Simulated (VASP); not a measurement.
A run of VASP 6.6.1 is set up as follows.

The input INCAR:

```
SYSTEM = Ta
PREC = Accurate ; ENCUT = 520
EDIFF = 1E-6 ; ISMEAR = 0
SIGMA = 0.1 ; LREAL = .False.
LASPH = .True. ; NELM = 80
ALGO = Normal ; ISIF = 2
LWAVE = .False. ; LCHARG = .False.
LDIPOL = .True. ; IDIPOL = 3
DIPOL = 0.5 0.5 0.292 ; GGA = PE
NBANDS = 18
```

Contents of KPOINTS:

```
Automatic mesh
0
Gamma
  6 6 1
  0 0 0
```

Contents of POSCAR:

```
Ta
1.0
    2.7204538529      0.0000000000      0.0000000000
    0.0000000000      2.7204538529      0.0000000000
    0.0000000000      0.0000000000     27.4038496000
Ta
2
Direct
    0.5000000000      0.5000000000      0.3397240751
    0.5000000000      0.5000000000      0.2441355006
```

Potentials or basis: VASP PAW PBE potentials, release 64 (Ta_pv).

The run is started by

```sh
$ cat potpaw_PBE.64/Ta_pv/POTCAR > POTCAR
$ mpirun -np 1 vasp_std > vasp.out
```

Predict the band gap on the k mesh.

zero (bands 11 and 12 overlap by 0.94 eV).

Estimate the largest force.

0.014 eV/Å.

Forces on the atoms (eV/Å):
```
Ta   0.000  0.000 -0.014
Ta   0.000  0.000  0.014
```

Caveat: the k points lie up to 0.38 Å⁻¹ apart, too coarse for converged energies and pressures of a metal; spin-orbit coupling is left out, which moves the levels of the heavy elements.
